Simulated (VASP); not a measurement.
# Mo (C2/m) in VASP: single point with HSE06

Aim: the single point of Mo with HSE06.

Program: VASP 6.6.1. These are calculated values, not measurements. Logs are shortened: lines on timing, memory, paths and dates and some standing lists are left out, and cuts for length are marked.

## 1. The cell of the first run

The structure is monoclinic, space group C2/m (No. 12). Conventional cell: a = 3.121 Å, b = 4.397 Å, c = 2.709 Å, α = 90.00°, β = 124.47°, γ = 90.00°. Mo (site symmetry 2/m) has 14 Mo at 2.70 to 3.13 Å within 3.6 Å.

## 2. Single point, HSE06

The input, POSCAR:

```
Mo
1.0
    2.9868042518     -0.0000108497     -0.9068984175
   -1.4927628522      2.1985526963      0.4556151394
   -0.8182604834     -0.0022912665      2.5827499106
Mo
1
Direct
    0.0000000000      0.0000000000      0.5000000000
```

The input, INCAR.step1:

```
  PREC = Accurate
  ENCUT = 520
  EDIFF = 1E-5
  ISMEAR = -1
  SIGMA = 0.05
  LREAL = False
  LASPH = True
  NELM = 60
  ALGO = Normal
  ISIF = 2
  LWAVE = True
  LCHARG = False
  GGA = PE
  NBANDS = 13
```

The input, INCAR.step2:

```
  PREC = Accurate
  ENCUT = 520
  EDIFF = 1E-6
  ISMEAR = -1
  SIGMA = 0.05
  LREAL = False
  LASPH = True
  NELM = 60
  ALGO = Normal
  ISIF = 2
  LWAVE = False
  LCHARG = False
  GGA = PE
  LHFCALC = True
  HFSCREEN = 0.2079
  PRECFOCK = Normal
  ISTART = 1
  NBANDS = 13
```

The input, KPOINTS:

```
Automatic mesh
0
Gamma
  6 6 5
```

Potentials or basis: VASP PAW PBE potentials, release 64 (Mo_sv).

Command:

```sh
cat potpaw_PBE.64/Mo_sv/POTCAR > POTCAR
cp INCAR.step1 INCAR
mpirun -np 1 vasp_std > vasp.out
cp INCAR.step2 INCAR
mpirun -np 1 vasp_std > vasp.out
```

OUTCAR:

```text
PREC = Accurate
   ENCUT = 520
   EDIFF = 1E-6
   ISMEAR = -1
   LREAL = False
   LASPH = True
   NELM = 60
   ISIF = 2
   GGA = PE
   LHFCALC = True
   HFSCREEN = 0.2079
   PRECFOCK = Normal
   ISTART = 1

 ion  position               nearest neighbor table
   1  0.000  0.000  0.500-

  LATTYP: Found a base centered monoclinic cell.
 ALAT       =     4.4675465263
 B/A-ratio  =     0.9842307935
 C/A-ratio  =     0.6064338844
 COS(beta)  =    -0.8174318810

  Lattice vectors:

 A1 = (  -0.6745023688,   2.2008439628,  -2.1271347712)
 A2 = (  -0.6757809162,  -2.1962505801,  -2.1314666325)
 A3 = (  -0.8182604834,  -0.0022912665,   2.5827499106)

Analysis of symmetry for initial positions (statically):
=====================================================================
 Subroutine PRICEL returns:
 Original cell was already a primitive cell.

 Routine SETGRP: Setting up the symmetry group for a
 base centered monoclinic supercell.

 Subroutine GETGRP returns: Found  4 space group operations
 (whereof  4 operations were pure point group operations)
 out of a pool of  4 trial point group operations.

The static configuration has the point symmetry C_2h.

Analysis of symmetry for dynamics (positions and initial velocities):
=====================================================================
 Subroutine PRICEL returns:
 Original cell was already a primitive cell.

 Routine SETGRP: Setting up the symmetry group for a
 base centered monoclinic supercell.

 Subroutine GETGRP returns: Found  4 space group operations
 (whereof  4 operations were pure point group operations)
 out of a pool of  4 trial point group operations.

The dynamic configuration has the point symmetry C_2h.

 Subroutine INISYM returns: Found  4 space group operations
 (whereof  4 operations are pure point group operations),
 and found     1 'primitive' translations

----------------------------------------------------------------------------------------

                                     Primitive cell

  volume of cell :      15.3285

  direct lattice vectors                    reciprocal lattice vectors
     2.986804252 -0.000010850 -0.906898417     0.370509941  0.227199327  0.117585608
    -1.492762852  2.198552696  0.455615139     0.000137389  0.454845323  0.000447040
    -0.818260483 -0.002291266  2.582749911     0.130075421 -0.000459861  0.428393984

  length of vectors
     3.121452287  2.696212166  2.709271594     0.450248293  0.454845563  0.447706636

  position of ions in fractional coordinates (direct lattice)
     0.000000000  0.000000000  0.500000000

  ion indices of the primitive-cell ions
   primitive index   ion index
                 1           1

----------------------------------------------------------------------------------------

 KPOINTS: Automatic mesh

Automatic generation of k-mesh.
 Grid dimensions read from file:
 generate k-points for:    6    6    5

 Generating k-lattice:

  Cartesian coordinates                     Fractional coordinates (reciprocal lattice)
     0.061751657  0.037866555  0.019597601     0.166666667  0.000000000  0.000000000
     0.000022898  0.075807554  0.000074507     0.000000000  0.166666667  0.000000000
     0.026015084 -0.000091972  0.085678797     0.000000000 -0.000000000  0.200000000

  Length of vectors
     0.075041382  0.075807594  0.089541327

  Shift w.r.t. Gamma in fractional coordinates (k-lattice)
     0.000000000  0.000000000  0.000000000

 Subroutine IBZKPT returns following result:
 ===========================================

 Found     55 irreducible k-points:

 Following reciprocal coordinates:
            Coordinates               Weight
  0.000000  0.000000  0.000000      1.000000
  0.166667 -0.000000 -0.000000      4.000000
  0.333333 -0.000000 -0.000000      4.000000
  0.500000 -0.000000  0.000000      2.000000
  0.000000  0.166667 -0.000000      2.000000
  0.166667  0.166667 -0.000000      4.000000
[... 16 lines left out ...]
  0.500000  0.166667  0.200000      4.000000
 -0.333333  0.166667  0.200000      2.000000
 [... further k-points ...]
   k-points           NKPTS =     55   k-points in BZ     NKDIM =    180   number of bands    NBANDS=     13
   number of dos      NEDOS =    301   number of ions     NIONS =      1
   total plane-waves  NPLWV =   9600
   dimension x,y,z NGX =    24 NGY =   20 NGZ =   20
   dimension x,y,z NGXF=    48 NGYF=   40 NGZF=   40
   ions per type =               1
   NGX,Y,Z   is equivalent  to a cutoff of  12.78, 12.33, 12.27 a.u.
   NGXF,Y,Z  is equivalent  to a cutoff of  25.56, 24.66, 24.54 a.u.
 SYSTEM =  unknown system
   PREC   = accura    normal or accurate (medium, high low for compatibility)
   ISTART =      1    job   : 0-new  1-cont  2-samecut
   ICHARG =      0    charge: 1-file 2-atom 10-const
   ISPIN  =      1    spin polarized calculation?
   LNONCOLLINEAR =      F non collinear calculations
   LSORBIT =      F    spin-orbit coupling
   LASPH  =      T    aspherical Exc in radial PAW
   ENCUT  =  520.0 eV  38.22 Ry    6.18 a.u.   5.80  5.01  5.04*2*pi/ulx,y,z
   NELM   =     60;   NELMIN=  2; NELMDL=  0     # of ELM steps
   EDIFF  = 0.1E-05   stopping-criterion for ELM
   LREAL  =      F    real-space projection
   EDIFFG = 0.1E-04   stopping-criterion for IOM
   NSW    =      0    number of steps for IOM
   IBRION =     -1    ionic relax: 0-MD 1-quasi-New 2-CG
   NFREE  =      0    steps in history (QN), initial steepest desc. (CG)
   ISIF   =      2    stress and relaxation
   ISYM   =      3    0-nonsym 1-usesym 2-fastsym
   POTIM  = 0.5000    time-step for ionic-motion
   TEBEG  =    0.0;   TEEND  =   0.0 temperature during run
   PSTRESS=    0.0 pullay stress
   NELECT =      14.0000    total number of electrons
   NUPDOWN=      -1.0000    fix difference up-down
   EMIN   =  10.00;   EMAX   =-10.00  energy-range for DOS
   EFERMI =   0.00;   METHOD = LEGACY
   ISMEAR =    -1;   SIGMA  =   0.05  broadening in eV -4-tet -1-fermi 0-gaus
   EFERMI_NEDOS =   21; number of points for ismear=-14 and -15
   IALGO  =     38    algorithm
   IMIX   =      1    mixing-type and parameters
     AMIX     =   0.40;   BMIX     =  1.00
     AMIX_MAG =   1.60;   BMIX_MAG =  1.00
  volume/ion in A,a.u.               =      15.33       103.44
  Fermi-wavevector in a.u.,A,eV,Ry     =   1.588368  3.001580 34.326311  2.522913
  Thomas-Fermi vector in A             =   2.687382
   LORBIT       =      0    0 simple, 1 ext, 2 COOP (PROOUT), +10 PAW based schemes
   GGA     = PE    functional components
   LHFCALC =     T    Hartree Fock is set to
   PRECFOCK=normal    Normal, Fast or Accurate (Low or Medium for compatibility)
   ENCUT4O =  -1.0   cutoff for four orbital integrals eV
   NKREDX  =     1    reduce k-point grid by
   NKREDY  =     1    reduce k-point grid by
   NKREDZ  =     1    reduce k-point grid by
   AEXX    =    0.2500 exact exchange contribution
   HFSCREEN=    0.2079 screening length (either q_TF or 0.3 A-1)
   HFSCREENC=   0.2079 screening length for correlation (either q_TF or 0.3 A-1)
   ENCUTFOCK=  -1.0 apply spherical cutoff to Coloumb kernel
   IVDW    =     0    specifies the selected vdW correction
   LEPSILON=     F    determine dielectric tensor
   LRPA    =     F    only Hartree local field effects (RPA)
 non-spin polarized calculation
  energy-cutoff  :      520.00
  volume of cell :       15.33
 maximum number of plane-waves:       423
  NGX = 18; NGY = 16; NGZ = 16

 number of electron      14.0000000 magnetization

 Free energy of the ion-electron system (eV)
  ---------------------------------------------------
  ext. energy  EPLUGINS =         0.00000000
  ---------------------------------------------------
  free energy    TOTEN  =       -12.92891077 eV

  energy without entropy =      -12.92458845  energy(sigma->0) =      -12.92674961

 E-fermi :  12.7553     XC(G=0): -11.0016

 val. band max:       12.7369307292   @ k =  -0.1667   0.0000   0.2000
 cond. band min:      12.8206725690   @ k =   0.0000   0.1667   0.2000
 fundamental gap:      0.0837418397
 Fermi energy:        12.7553260072

 k-point     1 :       0.0000    0.0000    0.0000
  band No.  band energies     occupation
      1     -52.6632      2.00000
      2     -24.3747      2.00000
      3     -24.3380      2.00000
      4     -24.3094      2.00000
      5       4.3533      2.00000
      6      10.9043      2.00000
      7      10.9378      2.00000
      8      11.3196      2.00000
      9      15.2469      0.00000
     10      15.3071      0.00000
     11      28.3833      0.00000
     12      28.5229      0.00000
     13      28.7605      0.00000

 k-point     2 :       0.1667   -0.0000   -0.0000
  band No.  band energies     occupation
      1     -52.5855      2.00000
      2     -24.7966      2.00000
      3     -24.4716      2.00000
      4     -24.3308      2.00000
      5       5.6089      2.00000
      6      10.2448      2.00000
      7      10.8478      2.00000
      8      12.5025      1.98735
      9      14.6011      0.00000
     10      15.2953      0.00000
     11      29.2216      0.00000
     12      30.4026      0.00000
     13      30.6790      0.00000

 k-point     3 :       0.3333   -0.0000   -0.0000
  band No.  band energies     occupation
      1     -52.4271      2.00000
      2     -25.6352      2.00000
      3     -24.7233      2.00000
      4     -24.3336      2.00000
      5       6.8434      2.00000
      6       9.0791      2.00000
      7      11.7866      2.00000
      8      14.9810      0.00000
      9      15.6524      0.00000
     10      15.8899      0.00000
     11      27.3403      0.00000
     12      28.5277      0.00000
     13      35.3810      0.00000
[... 305 lines left out ...]
 k-point    23 :       0.5000    0.1667    0.2000
  band No.  band energies     occupation
      1     -52.3631      2.00000
      2     -25.4857      2.00000
      3     -24.8886      2.00000
      4     -24.7065      2.00000
      5       8.1657      2.00000
      6       9.8300      2.00000
      7      10.9046      2.00000
      8      12.8341      0.34307
      9      15.1178      0.00000
     10      17.2866      0.00000
     11      28.2583      0.00000
     12      31.1748      0.00000
     13      32.9679      0.00000

 k-point    24 :      -0.3333    0.1667    0.2000
  band No.  band energies     occupation
      1     -52.5057      2.00000
      2     -24.9362      2.00000
      3     -24.6066      2.00000
      4     -24.6054      2.00000
      5       6.8045      2.00000
      6      11.0479      2.00000
      7      11.1844      2.00000
      8      12.2596      1.99990
      9      12.4806      1.99182
     10      16.3173      0.00000
     11      30.9074      0.00000
     12      30.9677      0.00000
     13      32.5559      0.00000

 [... further k-points ...]

------------------------ aborting loop because EDIFF is reached ----------------------------------------

  FORCE on cell =-STRESS in cart. coord.  units (eV):
  Direction    XX          YY          ZZ          XY          YZ          ZX
  --------------------------------------------------------------------------------------
  -------------------------------------------------------------------------------------
  Total        0.0863780      0.0889549      0.0754527     -0.0000016      0.0000130      0.0014270
  in kB        9.0284823      9.2978180      7.8865369     -0.0001706      0.0013635      0.1491587
  external PRESSURE =       8.7376124 kB  Pullay stress =       0.0000000 kB

 VOLUME and BASIS-vectors are now :
 -----------------------------------------------------------------------------
  energy-cutoff  :      520.00
  volume of cell :       15.33
      direct lattice vectors                 reciprocal lattice vectors
     2.986804252 -0.000010850 -0.906898417     0.370509941  0.227199327  0.117585608
    -1.492762852  2.198552696  0.455615139     0.000137389  0.454845323  0.000447040
    -0.818260483 -0.002291266  2.582749911     0.130075421 -0.000459861  0.428393984

 POSITION                                       TOTAL-FORCE (eV/Angst)
 -----------------------------------------------------------------------------------
     -0.40913     -0.00115      1.29137        -0.000000     -0.000000     -0.000000
 -----------------------------------------------------------------------------------
    total drift:                                0.000000      0.000001     -0.000000

  FREE ENERGIE OF THE ION-ELECTRON SYSTEM (eV)
  ---------------------------------------------------
  free  energy   TOTEN  =       -12.9289107693 eV

  energy  without entropy=      -12.9245884549  energy(sigma->0) =      -12.92674961
```

It took 35 min on 1 thread of Intel Xeon Platinum 8259CL at 2.50GHz (Skylake/Cascade Lake), shared host; peak memory 0.24 GiB.

What came out:

- Free energy: -12.9289 eV
- Pressure: 0.9 GPa
- Band gap on the k mesh: zero (bands 7 and 8 overlap by 4.36 eV)

Caveat: the k points lie up to 0.53 Å⁻¹ apart, too coarse for converged energies and pressures of a metal; the PAW data sets were made with another functional, which shifts forces and pressure a little.
